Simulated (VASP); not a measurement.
# Bi in VASP: further runs

The runs below take Bi through single point, with LDA.

Program: VASP 6.6.1. These are calculated values, not measurements. Logs are shortened: lines on timing, memory, paths and dates and some standing lists are left out, and cuts for length are marked.

## (1) The cell of the first run

The cell holds a slab with vacuum, 2 atoms: a = 4.013 Å, b = 4.013 Å, c = 28.000 Å, α = 90.00°, β = 90.00°, γ = 120.00°.

## (2) Single point, LDA

Input file INCAR:

```
SYSTEM = Bi
  ALGO = Normal
  DIPOL = 0.5 0.5 0.500
  EDIFF = 1E-7
  ENCUT = 520
  IDIPOL = 3
  ISIF = 2
  ISMEAR = 0
  LASPH = .TRUE.
  LCHARG = .FALSE.
  LDIPOL = .TRUE.
  LREAL = .FALSE.
  LWAVE = .FALSE.
  NBANDS = 22
  NELM = 60
  PREC = Accurate
  SIGMA = 0.02
```

Input file KPOINTS:

```
k-points
0
G
  9 9 1
  0 0 0
```

Input file POSCAR:

```
Bi
1.0
    4.0130000000      0.0000000000      0.0000000000
   -2.0065000000      3.4753599454      0.0000000000
    0.0000000000      0.0000000000     28.0000000000
Bi
2
Direct
    0.3333333333      0.6666666667      0.5393750000
    0.6666666667      0.3333333333      0.4606250000
```

Potentials or basis: VASP PAW LDA potentials, release 64 (Bi_d).

The run is started by

```
> cat potpaw_LDA.64/Bi_d/POTCAR > POTCAR
> mpirun -np 1 vasp_std > vasp.out
```

OUTCAR:

```text
SYSTEM = Bi
   EDIFF = 1E-7
   ENCUT = 520
   ISIF = 2
   ISMEAR = 0
   LASPH = .TRUE.
   LREAL = .FALSE.
   NELM = 60
   PREC = Accurate

 ion  position               nearest neighbor table
   1  0.333  0.667  0.539-   2 3.20   2 3.20   2 3.20
   2  0.667  0.333  0.461-   1 3.20   1 3.20   1 3.20

  LATTYP: Found a hexagonal cell.
 ALAT       =     4.0130000000
 C/A-ratio  =     6.9773236980

  Lattice vectors:

 A1 = (   4.0130000000,   0.0000000000,   0.0000000000)
 A2 = (  -2.0065000000,   3.4753599454,   0.0000000000)
 A3 = (   0.0000000000,   0.0000000000,  28.0000000000)

Analysis of symmetry for initial positions (statically):
=====================================================================
 Subroutine PRICEL returns:
 Original cell was already a primitive cell.

 Routine SETGRP: Setting up the symmetry group for a
 hexagonal supercell.

 Subroutine GETGRP returns: Found 12 space group operations
 (whereof 12 operations were pure point group operations)
 out of a pool of 24 trial point group operations.

The static configuration has the point symmetry D_3d.

Analysis of symmetry for dynamics (positions and initial velocities):
=====================================================================
 Subroutine PRICEL returns:
 Original cell was already a primitive cell.

 Routine SETGRP: Setting up the symmetry group for a
 hexagonal supercell.

 Subroutine GETGRP returns: Found 12 space group operations
 (whereof 12 operations were pure point group operations)
 out of a pool of 24 trial point group operations.

The dynamic configuration has the point symmetry D_3d.

 Subroutine INISYM returns: Found 12 space group operations
 (whereof 12 operations are pure point group operations),
 and found     1 'primitive' translations

----------------------------------------------------------------------------------------

                                     Primitive cell

  volume of cell :     390.5053

  direct lattice vectors                    reciprocal lattice vectors
     4.013000000  0.000000000  0.000000000     0.249190132  0.143869990  0.000000000
    -2.006500000  3.475359945  0.000000000     0.000000000  0.287739980  0.000000000
     0.000000000  0.000000000 28.000000000     0.000000000  0.000000000  0.035714286

  length of vectors
     4.013000000  4.013000000 28.000000000     0.287739980  0.287739980  0.035714286

  position of ions in fractional coordinates (direct lattice)
     0.333333333  0.666666667  0.539375000
     0.666666667  0.333333333  0.460625000

  ion indices of the primitive-cell ions
   primitive index   ion index
                 1           1
                 2           2

----------------------------------------------------------------------------------------

 KPOINTS: k-points

Automatic generation of k-mesh.
 Grid dimensions read from file:
 generate k-points for:    9    9    1

 Generating k-lattice:

  Cartesian coordinates                     Fractional coordinates (reciprocal lattice)
     0.027687792  0.015985554  0.000000000     0.111111111  0.000000000  0.000000000
     0.000000000  0.031971109  0.000000000     0.000000000  0.111111111  0.000000000
     0.000000000  0.000000000  0.035714286     0.000000000  0.000000000  1.000000000

  Length of vectors
     0.031971109  0.031971109  0.035714286

  Shift w.r.t. Gamma in fractional coordinates (k-lattice)
     0.000000000  0.000000000  0.000000000

 Subroutine IBZKPT returns following result:
 ===========================================

 Found     12 irreducible k-points:

 Following reciprocal coordinates:
            Coordinates               Weight
  0.000000  0.000000  0.000000      1.000000
  0.111111  0.000000  0.000000      6.000000
  0.222222 -0.000000  0.000000      6.000000
  0.333333 -0.000000  0.000000      6.000000
  0.444444 -0.000000  0.000000      6.000000
  0.111111  0.111111  0.000000      6.000000
  0.222222  0.111111  0.000000     12.000000
  0.333333  0.111111  0.000000     12.000000
  0.444444  0.111111  0.000000      6.000000
  0.222222  0.222222  0.000000      6.000000
  0.333333  0.222222  0.000000     12.000000
  0.333333  0.333333  0.000000      2.000000
   k-points           NKPTS =     12   k-points in BZ     NKDIM =     12   number of bands    NBANDS=     22
   number of dos      NEDOS =    301   number of ions     NIONS =      2
   total plane-waves  NPLWV = 189000
   dimension x,y,z NGX =    30 NGY =   30 NGZ =  210
   dimension x,y,z NGXF=    60 NGYF=   60 NGZF=  420
   ions per type =               2
   NGX,Y,Z   is equivalent  to a cutoff of  12.43, 12.43, 12.47 a.u.
   NGXF,Y,Z  is equivalent  to a cutoff of  24.86, 24.86, 24.94 a.u.
 SYSTEM =  Bi
   PREC   = accura    normal or accurate (medium, high low for compatibility)
   ISTART =      0    job   : 0-new  1-cont  2-samecut
   ICHARG =      2    charge: 1-file 2-atom 10-const
   ISPIN  =      1    spin polarized calculation?
   LNONCOLLINEAR =      F non collinear calculations
   LSORBIT =      F    spin-orbit coupling
   LASPH  =      T    aspherical Exc in radial PAW
   ENCUT  =  520.0 eV  38.22 Ry    6.18 a.u.   7.46  7.46 52.06*2*pi/ulx,y,z
   NELM   =     60;   NELMIN=  2; NELMDL= -5     # of ELM steps
   EDIFF  = 0.1E-06   stopping-criterion for ELM
   LREAL  =      F    real-space projection
   EDIFFG = 0.1E-05   stopping-criterion for IOM
   NSW    =      0    number of steps for IOM
   IBRION =     -1    ionic relax: 0-MD 1-quasi-New 2-CG
   NFREE  =      0    steps in history (QN), initial steepest desc. (CG)
   ISIF   =      2    stress and relaxation
   ISYM   =      2    0-nonsym 1-usesym 2-fastsym
   POTIM  = 0.5000    time-step for ionic-motion
   TEBEG  =    0.0;   TEEND  =   0.0 temperature during run
   PSTRESS=    0.0 pullay stress
   NELECT =      30.0000    total number of electrons
   NUPDOWN=      -1.0000    fix difference up-down
   EMIN   =  10.00;   EMAX   =-10.00  energy-range for DOS
   EFERMI =   0.00;   METHOD = LEGACY
   ISMEAR =     0;   SIGMA  =   0.02  broadening in eV -4-tet -1-fermi 0-gaus
   EFERMI_NEDOS =   21; number of points for ismear=-14 and -15
   IALGO  =     38    algorithm
   IMIX   =      4    mixing-type and parameters
     AMIX     =   0.40;   BMIX     =  1.00
     AMIX_MAG =   1.60;   BMIX_MAG =  1.00
  volume/ion in A,a.u.               =     195.25      1317.63
  Fermi-wavevector in a.u.,A,eV,Ry     =   0.695942  1.315139  6.589778  0.484335
  Thomas-Fermi vector in A             =   1.778854
   LORBIT       =      0    0 simple, 1 ext, 2 COOP (PROOUT), +10 PAW based schemes
   GGA     = CA    functional components
   LHFCALC =     F    Hartree Fock is set to
   AEXX    =    0.0000 exact exchange contribution
   IVDW    =     0    specifies the selected vdW correction
   LEPSILON=     F    determine dielectric tensor
   LRPA    =     F    only Hartree local field effects (RPA)
 non-spin polarized calculation
 Gauss-broadening in eV      SIGMA  =   0.02
  energy-cutoff  :      520.00
  volume of cell :      390.51
 maximum number of plane-waves:     10561
 NGX is ok and might be reduce to    30
   NGX = 15   NGY = 15   NGZ =105

 dipolmoment           0.000000      0.000000      0.000000 electrons x Angstroem

 number of electron      29.9999985 magnetization

 dipolmoment           0.000000      0.000000     -0.000000 electrons x Angstroem

 Free energy of the ion-electron system (eV)
  ---------------------------------------------------
  ext. energy  EPLUGINS =         0.00000000
  ---------------------------------------------------
  free energy    TOTEN  =        -8.10357775 eV

  energy without entropy =       -8.10357674  energy(sigma->0) =       -8.10357724

 E-fermi :  -1.9020     XC(G=0):  -2.3059

 val. band max:       -1.9564931978   @ k =   0.2222  -0.0000   0.0000
 cond. band min:      -1.8451444537   @ k =   0.3333   0.2222   0.0000
 fundamental gap:      0.1113487441
 Fermi energy:        -1.9019954853

 k-point     1 :       0.0000    0.0000    0.0000
  band No.  band energies     occupation
      1     -25.0266      2.00000
      2     -25.0266      2.00000
      3     -24.9651      2.00000
      4     -24.9500      2.00000
      5     -24.9500      2.00000
      6     -24.8652      2.00000
[... 14 lines left out ...]
     21       1.9675      0.00000
     22       2.3828      0.00000

 k-point     2 :       0.1111    0.0000    0.0000
  band No.  band energies     occupation
      1     -25.0258      2.00000
      2     -25.0255      2.00000
      3     -24.9586      2.00000
      4     -24.9488      2.00000
      5     -24.9442      2.00000
      6     -24.8682      2.00000
[... 14 lines left out ...]
     21       2.1355      0.00000
     22       2.5912      0.00000

 k-point     3 :       0.2222   -0.0000    0.0000
  band No.  band energies     occupation
      1     -25.0234      2.00000
      2     -25.0207      2.00000
      3     -24.9592      2.00000
      4     -24.9292      2.00000
      5     -24.9288      2.00000
      6     -24.8796      2.00000
[... 14 lines left out ...]
     21       2.5901      0.00000
     22       2.9059      0.00000
[... 176 lines left out ...]
 k-point    11 :       0.3333    0.2222    0.0000
  band No.  band energies     occupation
      1     -25.0287      2.00000
      2     -24.9794      2.00000
      3     -24.9426      2.00000
      4     -24.9304      2.00000
      5     -24.9072      2.00000
      6     -24.8826      2.00000
[... 14 lines left out ...]
     21       4.5138      0.00000
     22       4.6052      0.00000

 k-point    12 :       0.3333    0.3333    0.0000
  band No.  band energies     occupation
      1     -25.0308      2.00000
      2     -24.9572      2.00000
      3     -24.9572      2.00000
      4     -24.9233      2.00000
      5     -24.9012      2.00000
      6     -24.9012      2.00000
[... 14 lines left out ...]
     21       4.4397      0.00000
     22       4.8206      0.00000

------------------------ aborting loop because EDIFF is reached ----------------------------------------

 vacuum level on the upper side and lower side of the slab       (xc-potential included)        -0.006        -0.006

  FORCE on cell =-STRESS in cart. coord.  units (eV):
  Direction    XX          YY          ZZ          XY          YZ          ZX
  --------------------------------------------------------------------------------------
  -------------------------------------------------------------------------------------
  Total       -1.6261308     -1.6261308     -4.3427639      0.0000000     -0.0000000      0.0000000
  in kB       -6.6717395     -6.6717395    -17.8176252      0.0000000     -0.0000000      0.0000000
  external PRESSURE =     -10.3870347 kB  Pullay stress =       0.0000000 kB

 VOLUME and BASIS-vectors are now :
 -----------------------------------------------------------------------------
  energy-cutoff  :      520.00
  volume of cell :      390.51
      direct lattice vectors                 reciprocal lattice vectors
     4.013000000  0.000000000  0.000000000     0.249190132  0.143869990  0.000000000
    -2.006500000  3.475359945  0.000000000     0.000000000  0.287739980  0.000000000
     0.000000000  0.000000000 28.000000000     0.000000000  0.000000000  0.035714286

 POSITION                                       TOTAL-FORCE (eV/Angst)
 -----------------------------------------------------------------------------------
     -0.00000      2.31691     15.10250        -0.000000      0.000000     -1.954700
      2.00650      1.15845     12.89750         0.000000     -0.000000      1.954700
 -----------------------------------------------------------------------------------
    total drift:                               -0.000000      0.000000     -0.000000

  FREE ENERGIE OF THE ION-ELECTRON SYSTEM (eV)
  ---------------------------------------------------
  free  energy   TOTEN  =        -8.1035777512 eV

  energy  without entropy=       -8.1035767353  energy(sigma->0) =       -8.10357724

 vacuum level on the upper side and lower side of the slab         1.847         1.847
```

Run time: 2.3 min. Hardware: 1 thread of Intel Xeon Platinum 8488C (Sapphire Rapids), shared host; peak memory 0.36 GiB.

Results:

```
Free energy            : -8.1036 eV
Largest force          : 1.955 eV/Å
Band gap on the k mesh : zero (bands 15 and 16 overlap by 1.27 eV)
```

Forces on the atoms (eV/Å):
```
Bi   0.000  0.000 -1.955
Bi   0.000  0.000  1.955
```

Caveat: spin-orbit coupling is left out, which moves the levels of the heavy elements.

## (3) Single point, LDA

Input file INCAR:

```
SYSTEM = Bi
PREC = Accurate ; ENCUT = 520
EDIFF = 1E-7 ; ISMEAR = 0
SIGMA = 0.02 ; LREAL = .False.
LASPH = .True. ; NELM = 100
ALGO = Normal ; ISIF = 2
LWAVE = .False. ; LCHARG = .False.
LDIPOL = .True. ; IDIPOL = 3
DIPOL = 0.5 0.5 0.500 ; NBANDS = 22
```

Input file KPOINTS:

```
Automatic mesh
0
Gamma
  9 9 1
  0 0 0
```

Input file POSCAR:

```
Bi
1.0
    4.0130000000      0.0000000000      0.0000000000
   -2.0065000000      3.4753599454      0.0000000000
    0.0000000000      0.0000000000     28.0000000000
Bi
2
Direct
    0.3333333333      0.6666666667      0.5065714286
    0.6666666667      0.3333333333      0.4934285714
```

Potentials or basis: VASP PAW LDA potentials, release 64 (Bi_d).

The run is started by

```
> cat potpaw_LDA.64/Bi_d/POTCAR > POTCAR
> mpirun -np 1 vasp_std > vasp.out
```

Run time: 1.8 min. Hardware: 1 thread of Intel Xeon Platinum 8488C (Sapphire Rapids), shared host; peak memory 0.36 GiB.

It converged, with:

| Property | Result |
| --- | --- |
| Free energy | -0.0264 eV |
| Largest force | 5.566 eV/Å |
| Band gap on the k mesh | zero (bands 15 and 16 overlap by 0.92 eV) |

Forces in eV/Å, atoms in the order of the input:
```
Bi   0.000  0.000  5.566
Bi   0.000  0.000 -5.566
```

Levels at points of the mesh, in eV from the Fermi level:
| k point | band 11 | band 12 | band 13 | band 14 | band 15 | band 16 | band 17 | band 18 | band 19 | band 20 |
| --- | --- | --- | --- | --- | --- | --- | --- | --- | --- | --- |
| (0.00, 0.00, 0.00) | -17.35 | -6.30 | -3.29 | -3.00 | -3.00 | 1.21 | 2.31 | 2.31 | 3.08 | 3.51 |

Caveat: spin-orbit coupling is left out, which moves the levels of the heavy elements.

The gap in the log of VASP goes by the Fermi energy; the results here count the filled bands.